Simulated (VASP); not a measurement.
# MoS2 (P-6m2) in VASP: notebook

The runs below take MoS2 through relaxation of shape and atoms at fixed volume, with PBE+D3(BJ).

All numbers are computed with VASP 6.6.1; they aren't measurements. Logs are shortened: lines on timing, memory, paths and dates and some standing lists are left out, and cuts for length are marked.

### 1 The cell of the first run

Symmetry: P-6m2, No. 187, hexagonal system. The conventional cell has a = 3.103 Å, b = 3.103 Å, c = 6.438 Å, α = 90.00°, β = 90.00°, γ = 120.00°. Mo (site symmetry -6m2) has 6 S at 2.37 Å and 6 Mo at 3.10 Å within 3.2 Å. S (site symmetry 3m) has 3 Mo at 2.37 Å and 7 S at 3.10 Å within 3.2 Å.

### 2 Relaxation of shape and atoms at fixed volume, PBE+D3(BJ) (17.90 Å³/atom)

Input file INCAR:

```
PREC = Accurate
ENCUT = 600
EDIFF = 1E-6
ISMEAR = 0
SIGMA = 0.02
LREAL = F
LASPH = T
NELM = 60
ALGO = Normal
ISIF = 4
LWAVE = F
LCHARG = F
GGA = PE
IVDW = 12
IBRION = 2
NSW = 50
EDIFFG = -0.01
```

Input file KPOINTS:

```
regular mesh
0
Gamma
  12 12 4
```

Input file POSCAR:

```
MoS2
1.0
    3.1030225108      0.0000000000      0.0000000000
   -1.5515112554      2.6872963229      0.0000000000
    0.0000000000      0.0000000000      6.4381950941
Mo S
1 2
Direct
    0.0000000000      0.0000000000      0.0000000000
    0.3333333333      0.6666666667      0.2409103461
    0.3333333333      0.6666666667      0.7590896539
```

Potentials or basis: VASP PAW PBE potentials, release 64 (Mo_sv, S).

Started as:

```bash
> cat potpaw_PBE.64/Mo_sv/POTCAR potpaw_PBE.64/S/POTCAR > POTCAR
> mpirun -np 1 vasp_std > vasp.out
```

OUTCAR:

```text
PREC = Accurate
   ENCUT = 600
   EDIFF = 1E-6
   ISMEAR = 0
   LREAL = F
   LASPH = T
   NELM = 60
   ISIF = 4
   GGA = PE
   IVDW = 12
   IBRION = 2
   NSW = 50
   EDIFFG = -0.01
 IVDW          = 12

 ion  position               nearest neighbor table
   1  0.000  0.000  0.000-   2 2.37   3 2.37   2 2.37   3 2.37   2 2.37   3 2.37
   2  0.333  0.667  0.241-   1 2.37   1 2.37   1 2.37
   3  0.333  0.667  0.759-   1 2.37   1 2.37   1 2.37

  LATTYP: Found a hexagonal cell.
 ALAT       =     3.1030225108
 C/A-ratio  =     2.0748141761

  Lattice vectors:

 A1 = (   3.1030225108,   0.0000000000,   0.0000000000)
 A2 = (  -1.5515112554,   2.6872963229,   0.0000000000)
 A3 = (   0.0000000000,   0.0000000000,   6.4381950941)

Analysis of symmetry for initial positions (statically):
=====================================================================
 Subroutine PRICEL returns:
 Original cell was already a primitive cell.

 Routine SETGRP: Setting up the symmetry group for a
 hexagonal supercell.

 Subroutine GETGRP returns: Found 12 space group operations
 (whereof 12 operations were pure point group operations)
 out of a pool of 24 trial point group operations.

The static configuration has the point symmetry D_3h.

Analysis of symmetry for dynamics (positions and initial velocities):
=====================================================================
 Subroutine PRICEL returns:
 Original cell was already a primitive cell.

 Routine SETGRP: Setting up the symmetry group for a
 hexagonal supercell.

 Subroutine GETGRP returns: Found 12 space group operations
 (whereof 12 operations were pure point group operations)
 out of a pool of 24 trial point group operations.

The dynamic configuration has the point symmetry D_3h.

 Subroutine INISYM returns: Found 12 space group operations
 (whereof 12 operations are pure point group operations),
 and found     1 'primitive' translations

----------------------------------------------------------------------------------------

                                     Primitive cell

  volume of cell :      53.6864

  direct lattice vectors                    reciprocal lattice vectors
     3.103022511  0.000000000  0.000000000     0.322266434  0.186060613  0.000000000
    -1.551511255  2.687296323  0.000000000     0.000000000  0.372121225  0.000000000
     0.000000000  0.000000000  6.438195094     0.000000000  0.000000000  0.155323035

  length of vectors
     3.103022511  3.103022511  6.438195094     0.372121225  0.372121225  0.155323035

  position of ions in fractional coordinates (direct lattice)
     0.000000000  0.000000000  0.000000000
     0.333333333  0.666666667  0.240910346
     0.333333333  0.666666667  0.759089654

  ion indices of the primitive-cell ions
   primitive index   ion index
                 1           1
                 2           2
                 3           3

----------------------------------------------------------------------------------------

 KPOINTS: regular mesh

Automatic generation of k-mesh.
 Grid dimensions read from file:
 generate k-points for:   12   12    4

 Generating k-lattice:

  Cartesian coordinates                     Fractional coordinates (reciprocal lattice)
     0.026855536  0.015505051  0.000000000     0.083333333  0.000000000  0.000000000
     0.000000000  0.031010102  0.000000000     0.000000000  0.083333333  0.000000000
     0.000000000  0.000000000  0.038830759     0.000000000  0.000000000  0.250000000

  Length of vectors
     0.031010102  0.031010102  0.038830759

  Shift w.r.t. Gamma in fractional coordinates (k-lattice)
     0.000000000  0.000000000  0.000000000

 Subroutine IBZKPT returns following result:
 ===========================================

 Found     57 irreducible k-points:

 Following reciprocal coordinates:
            Coordinates               Weight
  0.000000  0.000000  0.000000      1.000000
  0.083333  0.000000  0.000000      6.000000
  0.166667  0.000000  0.000000      6.000000
  0.250000  0.000000  0.000000      6.000000
  0.333333  0.000000  0.000000      6.000000
  0.416667  0.000000  0.000000      6.000000
[... 16 lines left out ...]
  0.250000  0.000000  0.250000     12.000000
  0.333333  0.000000  0.250000     12.000000
 [... further k-points ...]
   k-points           NKPTS =     57   k-points in BZ     NKDIM =     57   number of bands    NBANDS=     17
   number of dos      NEDOS =    301   number of ions     NIONS =      3
   total plane-waves  NPLWV =  42336
   dimension x,y,z NGX =    28 NGY =   28 NGZ =   54
   dimension x,y,z NGXF=    56 NGYF=   56 NGZF=  108
   ions per type =               1   2
   NGX,Y,Z   is equivalent  to a cutoff of  15.00, 15.00, 13.94 a.u.
   NGXF,Y,Z  is equivalent  to a cutoff of  30.00, 30.00, 27.89 a.u.
 SYSTEM =  unknown system
   PREC   = accura    normal or accurate (medium, high low for compatibility)
   ISTART =      0    job   : 0-new  1-cont  2-samecut
   ICHARG =      2    charge: 1-file 2-atom 10-const
   ISPIN  =      1    spin polarized calculation?
   LNONCOLLINEAR =      F non collinear calculations
   LSORBIT =      F    spin-orbit coupling
   LASPH  =      T    aspherical Exc in radial PAW
   ENCUT  =  600.0 eV  44.10 Ry    6.64 a.u.   6.20  6.20 12.86*2*pi/ulx,y,z
   NELM   =     60;   NELMIN=  2; NELMDL= -5     # of ELM steps
   EDIFF  = 0.1E-05   stopping-criterion for ELM
   LREAL  =      F    real-space projection
   EDIFFG = -.1E-01   stopping-criterion for IOM
   NSW    =     50    number of steps for IOM
   IBRION =      2    ionic relax: 0-MD 1-quasi-New 2-CG
   NFREE  =      1    steps in history (QN), initial steepest desc. (CG)
   ISIF   =      4    stress and relaxation
   ISYM   =      2    0-nonsym 1-usesym 2-fastsym
   POTIM  = 0.5000    time-step for ionic-motion
   TEBEG  =    0.0;   TEEND  =   0.0 temperature during run
   PSTRESS=    0.0 pullay stress
   NELECT =      26.0000    total number of electrons
   NUPDOWN=      -1.0000    fix difference up-down
   EMIN   =  10.00;   EMAX   =-10.00  energy-range for DOS
   EFERMI =   0.00;   METHOD = LEGACY
   ISMEAR =     0;   SIGMA  =   0.02  broadening in eV -4-tet -1-fermi 0-gaus
   EFERMI_NEDOS =   21; number of points for ismear=-14 and -15
   IALGO  =     38    algorithm
   IMIX   =      4    mixing-type and parameters
     AMIX     =   0.40;   BMIX     =  1.00
     AMIX_MAG =   1.60;   BMIX_MAG =  1.00
  volume/ion in A,a.u.               =      17.90       120.76
  Fermi-wavevector in a.u.,A,eV,Ry     =   1.285615  2.429461 22.487805  1.652807
  Thomas-Fermi vector in A             =   2.417739
   LORBIT       =      0    0 simple, 1 ext, 2 COOP (PROOUT), +10 PAW based schemes
   GGA     = PE    functional components
   LHFCALC =     F    Hartree Fock is set to
   AEXX    =    0.0000 exact exchange contribution
   IVDW    =    12    specifies the selected vdW correction
   LEPSILON=     F    determine dielectric tensor
   LRPA    =     F    only Hartree local field effects (RPA)
 conjugate gradient relaxation of ions
 non-spin polarized calculation
 Gauss-broadening in eV      SIGMA  =   0.02
  energy-cutoff  :      600.00
  volume of cell :       53.69
 maximum number of plane-waves:      1838
 NGX is ok and might be reduce to    28
   NGX = 13   NGY = 13   NGZ = 25

--------------------------------------- Ionic step        1  -------------------------------------------

 number of electron      26.0000000 magnetization

 Free energy of the ion-electron system (eV)
  ---------------------------------------------------
  ext. energy  EPLUGINS =         0.00000000
  ---------------------------------------------------
  free energy    TOTEN  =       -21.67558489 eV

  energy without entropy =      -21.67558489  energy(sigma->0) =      -21.67558489

------------------------ aborting loop because EDIFF is reached ----------------------------------------

 Edisp (eV)   -1.26781

 E8    (eV) :    -0.5113

  FORCE on cell =-STRESS in cart. coord.  units (eV):
  Direction    XX          YY          ZZ          XY          YZ          ZX
  --------------------------------------------------------------------------------------
  -------------------------------------------------------------------------------------
  Total       2.05229     2.05229     2.27996     0.00000     0.00000     0.00000
  in kB      61.24684    61.24684    68.04148     0.00000     0.00000     0.00000
  external pressure =       63.51 kB  Pullay stress =        0.00 kB
[... 145 lines left out ...]
  energy  without entropy=      -22.9583541453  energy(sigma->0) =      -22.95835415

--------------------------------------- Ionic step        5  -------------------------------------------

 number of electron      26.0000002 magnetization

 Free energy of the ion-electron system (eV)
  ---------------------------------------------------
  ext. energy  EPLUGINS =         0.00000000
  ---------------------------------------------------
  free energy    TOTEN  =       -21.69201787 eV

  energy without entropy =      -21.69201787  energy(sigma->0) =      -21.69201787

 E-fermi :   7.4941     XC(G=0): -10.6927

 val. band max:        7.3687427740   @ k =   0.0000   0.0000   0.5000
 cond. band min:       8.3615155738   @ k =   0.1667   0.1667   0.0000
 fundamental gap:      0.9927727997
 Fermi energy:         7.4941461200

 k-point     1 :       0.0000    0.0000    0.0000
  band No.  band energies     occupation
      1     -53.9666      2.00000
      2     -28.1626      2.00000
      3     -27.8695      2.00000
      4     -27.8695      2.00000
      5      -7.6060      2.00000
      6      -6.0180      2.00000
[... 9 lines left out ...]
     16       9.8882      0.00000
     17       9.8882      0.00000
[... 443 lines left out ...]
      1     -53.9295      2.00000
      2     -28.2167      2.00000
      3     -28.0919      2.00000
      4     -27.9491      2.00000
      5      -6.0828      2.00000
      6      -5.5603      2.00000
[... 9 lines left out ...]
     16      10.5064      0.00000
     17      11.0844      0.00000

 [... further k-points ...]

------------------------ aborting loop because EDIFF is reached ----------------------------------------

 Edisp (eV)   -1.26688

 E8    (eV) :    -0.5107

  FORCE on cell =-STRESS in cart. coord.  units (eV):
  Direction    XX          YY          ZZ          XY          YZ          ZX
  --------------------------------------------------------------------------------------
  -------------------------------------------------------------------------------------
  Total       1.13848     1.13848     1.15059     0.00000     0.00000     0.00000
  in kB      33.97606    33.97606    34.33743     0.00000     0.00000     0.00000
  external pressure =       34.10 kB  Pullay stress =        0.00 kB
[... 18 lines left out ...]
  FREE ENERGIE OF THE ION-ELECTRON SYSTEM (eV)
  ---------------------------------------------------
  free  energy   TOTEN  =       -22.9588966052 eV

  energy  without entropy=      -22.9588966052  energy(sigma->0) =      -22.95889661

 reached required accuracy - stopping structural energy minimisation
```

It took 2.1 min on 1 thread of Intel Xeon 6975P-C (Granite Rapids), shared host; peak memory 0.24 GiB.

What came out:

- Free energy: -22.9589 eV
- Energy gained by relaxing: 5.2 meV/atom
- Ionic steps: 5
- Pressure after relaxing: 3.4 GPa
- Band gap on the k mesh: 0.99 eV (least direct gap 1.86 eV)
- Dispersion energy per atom: -0.422 eV

Forces in eV/Å, atoms in the order of the input:
```
Mo   0.000  0.000  0.000
S    0.000  0.000  0.003
S    0.000  0.000 -0.003
```

Step by step:
| step | energy change (eV) | largest force (eV/Å) | pressure (GPa) | volume (Å³) |
| --- | --- | --- | --- | --- |
| 1 | 0.0000 | 0.5280 | 6.35 | 53.69 |
| 2 | -0.0109 | 0.0617 | 3.72 | 53.69 |
| 3 | -0.0113 | 0.0349 | 4.15 | 53.69 |
| 4 | -0.0150 | 0.0160 | 3.66 | 53.69 |
| 5 | -0.0155 | 0.0029 | 3.41 | 53.69 |

Final structure:
```xyz
3
Lattice="3.1165 0.0000 0.0000 -1.5583 2.6990 0.0000 0.0000 0.0000 6.3825" Properties=species:S:1:pos:R:3 pbc="T T T"
Mo    0.0000    0.0000    6.3825
S     0.0000    1.7993    1.5687
S     0.0000    1.7993    4.8138
```

[end of part 1 of 2]
